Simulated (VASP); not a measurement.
# Rh (P6_3/mmc) in VASP: a series of runs

Runs on Rh. Level: PBE. Tasks: single point.

Everything below comes from runs of VASP 6.6.1. Logs are shortened: lines on timing, memory, paths and dates and some standing lists are left out, and cuts for length are marked.

## Step 1: The cell of the first run

It takes space group P6_3/mmc (No. 194, hexagonal). Conventional cell: a = 2.946 Å, b = 2.946 Å, c = 4.202 Å, α = 90.00°, β = 90.00°, γ = 120.00°. Rh (site symmetry -6m2) has 12 Rh at 2.70 to 2.95 Å within 3.6 Å.

This isn't the form of Rh at room conditions, which is fcc.

## Step 2: Single point, PBE (15.79 Å³/atom)

INCAR reads:

```
PREC = Accurate
ENCUT = 520
EDIFF = 1E-6
ISMEAR = 0
SIGMA = 0.15
LREAL = False
LASPH = True
NELM = 60
ALGO = Fast
ISIF = 2
LWAVE = False
LCHARG = False
GGA = PE
NBANDS = 22
```

KPOINTS reads:

```
regular mesh
0
Gamma
  21 21 12
```

POSCAR reads:

```
Rh
1.0
    2.9457998745      0.0000000000      0.0000000000
   -1.4728999373      2.5511375257      0.0000000000
    0.0000000000      0.0000000000      4.2021835209
Rh
2
Direct
    0.6666666667      0.3333333333      0.7500000000
    0.3333333333      0.6666666667      0.2500000000
```

Potentials or basis: VASP PAW PBE potentials, release 64 (Rh_pv).

Command:

```bash
cat potpaw_PBE.64/Rh_pv/POTCAR > POTCAR
mpirun -np 1 vasp_std > vasp.out
```

OUTCAR:

```text
PREC = Accurate
   ENCUT = 520
   EDIFF = 1E-6
   ISMEAR = 0
   LREAL = False
   LASPH = True
   NELM = 60
   ISIF = 2
   GGA = PE

 ion  position               nearest neighbor table
   1  0.667  0.333  0.750-   2 2.70   2 2.70   2 2.70   2 2.70   2 2.70   2 2.70
   2  0.333  0.667  0.250-   1 2.70   1 2.70   1 2.70   1 2.70   1 2.70   1 2.70

  LATTYP: Found a hexagonal cell.
 ALAT       =     2.9457998745
 C/A-ratio  =     1.4265000000

  Lattice vectors:

 A1 = (   2.9457998745,   0.0000000000,   0.0000000000)
 A2 = (  -1.4728999373,   2.5511375257,   0.0000000000)
 A3 = (   0.0000000000,   0.0000000000,   4.2021835209)

Analysis of symmetry for initial positions (statically):
=====================================================================
 Subroutine PRICEL returns:
 Original cell was already a primitive cell.

 Routine SETGRP: Setting up the symmetry group for a
 hexagonal supercell.

 Subroutine GETGRP returns: Found 24 space group operations
 (whereof 12 operations were pure point group operations)
 out of a pool of 24 trial point group operations.

The static configuration has the point symmetry D_3d.
 The point group associated with its full space group is D_6h.

Analysis of symmetry for dynamics (positions and initial velocities):
=====================================================================
 Subroutine PRICEL returns:
 Original cell was already a primitive cell.

 Routine SETGRP: Setting up the symmetry group for a
 hexagonal supercell.

 Subroutine GETGRP returns: Found 24 space group operations
 (whereof 12 operations were pure point group operations)
 out of a pool of 24 trial point group operations.

The dynamic configuration has the point symmetry D_3d.
 The point group associated with its full space group is D_6h.

 Subroutine INISYM returns: Found 24 space group operations
 (whereof 12 operations are pure point group operations),
 and found     1 'primitive' translations

----------------------------------------------------------------------------------------

                                     Primitive cell

  volume of cell :      31.5800

  direct lattice vectors                    reciprocal lattice vectors
     2.945799875  0.000000000  0.000000000     0.339466373  0.195991002  0.000000000
    -1.472899937  2.551137526  0.000000000     0.000000000  0.391982004  0.000000000
     0.000000000  0.000000000  4.202183521     0.000000000  0.000000000  0.237971520

  length of vectors
     2.945799875  2.945799874  4.202183521     0.391982004  0.391982004  0.237971520

  position of ions in fractional coordinates (direct lattice)
     0.666666667  0.333333333  0.750000000
     0.333333333  0.666666667  0.250000000

  ion indices of the primitive-cell ions
   primitive index   ion index
                 1           1
                 2           2

----------------------------------------------------------------------------------------

 KPOINTS: regular mesh

Automatic generation of k-mesh.
 Grid dimensions read from file:
 generate k-points for:   21   21   12

 Generating k-lattice:

  Cartesian coordinates                     Fractional coordinates (reciprocal lattice)
     0.016165065  0.009332905  0.000000000     0.047619048  0.000000000  0.000000000
     0.000000000  0.018665810  0.000000000     0.000000000  0.047619048  0.000000000
     0.000000000  0.000000000  0.019830960     0.000000000  0.000000000  0.083333333

  Length of vectors
     0.018665810  0.018665810  0.019830960

  Shift w.r.t. Gamma in fractional coordinates (k-lattice)
     0.000000000  0.000000000  0.000000000

 Subroutine IBZKPT returns following result:
 ===========================================

 Found    336 irreducible k-points:

 Following reciprocal coordinates:
            Coordinates               Weight
  0.000000  0.000000  0.000000      1.000000
  0.047619 -0.000000  0.000000      6.000000
  0.095238 -0.000000  0.000000      6.000000
  0.142857 -0.000000  0.000000      6.000000
  0.190476 -0.000000  0.000000      6.000000
  0.238095 -0.000000  0.000000      6.000000
[... 16 lines left out ...]
  0.142857  0.095238  0.000000     12.000000
  0.190476  0.095238  0.000000     12.000000
 [... further k-points ...]
   k-points           NKPTS =    336   k-points in BZ     NKDIM =    336   number of bands    NBANDS=     22
   number of dos      NEDOS =    301   number of ions     NIONS =      2
   total plane-waves  NPLWV =  18432
   dimension x,y,z NGX =    24 NGY =   24 NGZ =   32
   dimension x,y,z NGXF=    48 NGYF=   48 NGZF=   64
   ions per type =               2
   NGX,Y,Z   is equivalent  to a cutoff of  13.54, 13.54, 12.66 a.u.
   NGXF,Y,Z  is equivalent  to a cutoff of  27.09, 27.09, 25.32 a.u.
 SYSTEM =  unknown system
   PREC   = accura    normal or accurate (medium, high low for compatibility)
   ISTART =      0    job   : 0-new  1-cont  2-samecut
   ICHARG =      2    charge: 1-file 2-atom 10-const
   ISPIN  =      1    spin polarized calculation?
   LNONCOLLINEAR =      F non collinear calculations
   LSORBIT =      F    spin-orbit coupling
   LASPH  =      T    aspherical Exc in radial PAW
   ENCUT  =  520.0 eV  38.22 Ry    6.18 a.u.   5.48  5.48  7.81*2*pi/ulx,y,z
   NELM   =     60;   NELMIN=  2; NELMDL= -5     # of ELM steps
   EDIFF  = 0.1E-05   stopping-criterion for ELM
   LREAL  =      F    real-space projection
   EDIFFG = 0.1E-04   stopping-criterion for IOM
   NSW    =      0    number of steps for IOM
   IBRION =     -1    ionic relax: 0-MD 1-quasi-New 2-CG
   NFREE  =      0    steps in history (QN), initial steepest desc. (CG)
   ISIF   =      2    stress and relaxation
   ISYM   =      2    0-nonsym 1-usesym 2-fastsym
   POTIM  = 0.5000    time-step for ionic-motion
   TEBEG  =    0.0;   TEEND  =   0.0 temperature during run
   PSTRESS=    0.0 pullay stress
   NELECT =      30.0000    total number of electrons
   NUPDOWN=      -1.0000    fix difference up-down
   EMIN   =  10.00;   EMAX   =-10.00  energy-range for DOS
   EFERMI =   0.00;   METHOD = LEGACY
   ISMEAR =     0;   SIGMA  =   0.15  broadening in eV -4-tet -1-fermi 0-gaus
   EFERMI_NEDOS =   21; number of points for ismear=-14 and -15
   IALGO  =     68    algorithm
   IMIX   =      4    mixing-type and parameters
     AMIX     =   0.40;   BMIX     =  1.00
     AMIX_MAG =   1.60;   BMIX_MAG =  1.00
  volume/ion in A,a.u.               =      15.79       106.56
  Fermi-wavevector in a.u.,A,eV,Ry     =   1.609328  3.041189 35.238223  2.589936
  Thomas-Fermi vector in A             =   2.705055
   LORBIT       =      0    0 simple, 1 ext, 2 COOP (PROOUT), +10 PAW based schemes
   GGA     = PE    functional components
   LHFCALC =     F    Hartree Fock is set to
   AEXX    =    0.0000 exact exchange contribution
   IVDW    =     0    specifies the selected vdW correction
   LEPSILON=     F    determine dielectric tensor
   LRPA    =     F    only Hartree local field effects (RPA)
 non-spin polarized calculation
 RMM-DIIS sequential band-by-band and
 Gauss-broadening in eV      SIGMA  =   0.15
  energy-cutoff  :      520.00
  volume of cell :       31.58
 maximum number of plane-waves:       915
 NGX is ok and might be reduce to    24
   NGX = 11   NGY = 11   NGZ = 15

 number of electron      29.9999983 magnetization

 Free energy of the ion-electron system (eV)
  ---------------------------------------------------
  ext. energy  EPLUGINS =         0.00000000
  ---------------------------------------------------
  free energy    TOTEN  =       -14.08638051 eV

  energy without entropy =      -14.03367022  energy(sigma->0) =      -14.06002536

 E-fermi :   9.6258     XC(G=0): -13.1381

 val. band max:        9.6254710125   @ k =   0.3810   0.0476   0.2500
 cond. band min:       9.6274573003   @ k =   0.3333   0.0952   0.4167
 fundamental gap:      0.0019862878
 Fermi energy:         9.6258369958

 k-point     1 :       0.0000    0.0000    0.0000
  band No.  band energies     occupation
      1     -37.1991      2.00000
      2     -36.6830      2.00000
      3     -36.6830      2.00000
      4     -36.5927      2.00000
      5     -36.5528      2.00000
      6     -36.5528      2.00000
[... 14 lines left out ...]
     21      28.0870      0.00000
     22      28.8525      0.00000

 k-point     2 :       0.0476   -0.0000    0.0000
  band No.  band energies     occupation
      1     -37.1956      2.00000
      2     -36.6874      2.00000
      3     -36.6851      2.00000
      4     -36.5952      2.00000
      5     -36.5579      2.00000
      6     -36.5530      2.00000
[... 14 lines left out ...]
     21      27.7259      0.00000
     22      28.4959      0.00000

 k-point     3 :       0.0952   -0.0000    0.0000
  band No.  band energies     occupation
      1     -37.1851      2.00000
      2     -36.7004      2.00000
      3     -36.6911      2.00000
      4     -36.6027      2.00000
      5     -36.5727      2.00000
      6     -36.5538      2.00000
[... 14 lines left out ...]
     21      26.7924      0.00000
     22      27.3690      0.00000

 k-point     4 :       0.1429   -0.0000    0.0000
  band No.  band energies     occupation
      1     -37.1681      2.00000
      2     -36.7208      2.00000
      3     -36.7003      2.00000
      4     -36.6150      2.00000
      5     -36.5957      2.00000
      6     -36.5553      2.00000
[... 14 lines left out ...]
     21      26.2503      0.00000
     22      26.3587      0.00000

 k-point     5 :       0.1905   -0.0000    0.0000
  band No.  band energies     occupation
      1     -37.1453      2.00000
      2     -36.7468      2.00000
      3     -36.7117      2.00000
      4     -36.6318      2.00000
      5     -36.6247      2.00000
      6     -36.5574      2.00000
[... 417 lines left out ...]
 k-point    22 :       0.0952    0.0952    0.0000
  band No.  band energies     occupation
      1     -37.1582      2.00000
      2     -36.7277      2.00000
      3     -36.7114      2.00000
      4     -36.6223      2.00000
      5     -36.6044      2.00000
      6     -36.5590      2.00000
[... 14 lines left out ...]
     21      24.4575      0.00000
     22      27.3772      0.00000

 k-point    23 :       0.1429    0.0952    0.0000
  band No.  band energies     occupation
      1     -37.1357      2.00000
      2     -36.7490      2.00000
      3     -36.7282      2.00000
      4     -36.6390      2.00000
      5     -36.6274      2.00000
      6     -36.5635      2.00000
[... 14 lines left out ...]
     21      23.4658      0.00000
     22      27.6466      0.00000

 k-point    24 :       0.1905    0.0952    0.0000
  band No.  band energies     occupation
      1     -37.1084      2.00000
      2     -36.7756      2.00000
      3     -36.7447      2.00000
      4     -36.6598      2.00000
      5     -36.6531      2.00000
      6     -36.5683      2.00000
[... 14 lines left out ...]
     21      22.6370      0.00000
     22      26.8022      0.00000

 [... further k-points ...]

------------------------ aborting loop because EDIFF is reached ----------------------------------------

  FORCE on cell =-STRESS in cart. coord.  units (eV):
  Direction    XX          YY          ZZ          XY          YZ          ZX
  --------------------------------------------------------------------------------------
  -------------------------------------------------------------------------------------
  Total       -4.5889331     -4.5889331     -1.5302920      0.0000000      0.0000000     -0.0000000
  in kB     -232.8145829   -232.8145829    -77.6377198      0.0000000      0.0000000     -0.0000000
  external PRESSURE =    -181.0889619 kB  Pullay stress =       0.0000000 kB

 VOLUME and BASIS-vectors are now :
 -----------------------------------------------------------------------------
  energy-cutoff  :      520.00
  volume of cell :       31.58
      direct lattice vectors                 reciprocal lattice vectors
     2.945799875  0.000000000  0.000000000     0.339466373  0.195991002  0.000000000
    -1.472899937  2.551137526  0.000000000     0.000000000  0.391982004  0.000000000
     0.000000000  0.000000000  4.202183521     0.000000000  0.000000000  0.237971520

 POSITION                                       TOTAL-FORCE (eV/Angst)
 -----------------------------------------------------------------------------------
      1.47290      0.85038      3.15164        -0.000000     -0.000000      0.000000
     -0.00000      1.70076      1.05055         0.000000      0.000000      0.000000
 -----------------------------------------------------------------------------------
    total drift:                               -0.000000      0.000000     -0.000000

  FREE ENERGIE OF THE ION-ELECTRON SYSTEM (eV)
  ---------------------------------------------------
  free  energy   TOTEN  =       -14.0863805067 eV

  energy  without entropy=      -14.0336702165  energy(sigma->0) =      -14.06002536
```

It took 95 s on 1 thread of Intel Xeon Platinum 8488C (Sapphire Rapids), shared host; peak memory 0.3 GiB.

Results:

* Free energy: -14.0864 eV
* Pressure: -18.1 GPa
* Band gap on the k mesh: zero (bands 15 and 16 overlap by 1.47 eV)

Stress tensor (GPa, compression positive):
```
-23.28   0.00   0.00
  0.00 -23.28   0.00
  0.00   0.00  -7.76
```

Levels at points of the mesh, in eV from the Fermi level:
```tsv
k point	band 12	band 13	band 14	band 15	band 16	band 17	band 18	band 19
(0.00, 0.00, 0.00)	-2.23	-1.87	-1.87	-1.69	0.13	0.13	2.18	9.14
(0.00, 0.00, 0.50)	-2.88	-2.16	-2.16	-0.23	-0.23	-0.23	-0.23	14.78
```

Caveat: the stress differs along the axes, from -23 to -8 GPa.

## Step 3: Single point, PBE (15.79 Å³/atom)

INCAR reads:

```
SYSTEM = Rh
PREC = Accurate ; ENCUT = 520
EDIFF = 1E-6 ; ISMEAR = 0
SIGMA = 0.15 ; LREAL = .False.
LASPH = .True. ; NELM = 60
ALGO = Fast ; ISIF = 2
LWAVE = .False. ; LCHARG = .False.
GGA = PE ; NBANDS = 22
```

KPOINTS reads:

```
Automatic mesh
0
Gamma
  21 21 12
  0 0 0
```

POSCAR reads:

```
Rh
1.0
    2.8297519719      0.0000000000      0.0000000000
   -1.4148759860      2.4506370940      0.0000000000
    0.0000000000      0.0000000000      4.5539132320
Rh
2
Direct
    0.6666666667      0.3333333333      0.7500000000
    0.3333333333      0.6666666667      0.2500000000
```

Potentials or basis: VASP PAW PBE potentials, release 64 (Rh_pv).

Command:

```bash
cat potpaw_PBE.64/Rh_pv/POTCAR > POTCAR
mpirun -np 1 vasp_std > vasp.out
```

It took 1.7 min on 1 thread of Intel Xeon Platinum 8488C (Sapphire Rapids), shared host; peak memory 0.29 GiB.

It converged, with:

```
Free energy            : -14.2111 eV
Pressure               : -21.3 GPa
Band gap on the k mesh : zero (bands 15 and 16 overlap by 1.88 eV)
```

Stress tensor (GPa, compression positive):
```
-21.14   0.00   0.00
  0.00 -21.14   0.00
  0.00   0.00 -21.52
```

Levels at points of the mesh, in eV from the Fermi level:
```csv
k point,band 12,band 13,band 14,band 15,band 16,band 17,band 18,band 19
"(0.00, 0.00, 0.00)",-2.01,-2.01,-1.57,-1.57,0.11,0.11,0.96,7.43
"(0.00, 0.00, 0.50)",-2.53,-2.53,-2.53,-0.36,-0.36,-0.36,-0.36,14.13
```

Caveat: the cell stands under tension.

[end of part 1 of 2]
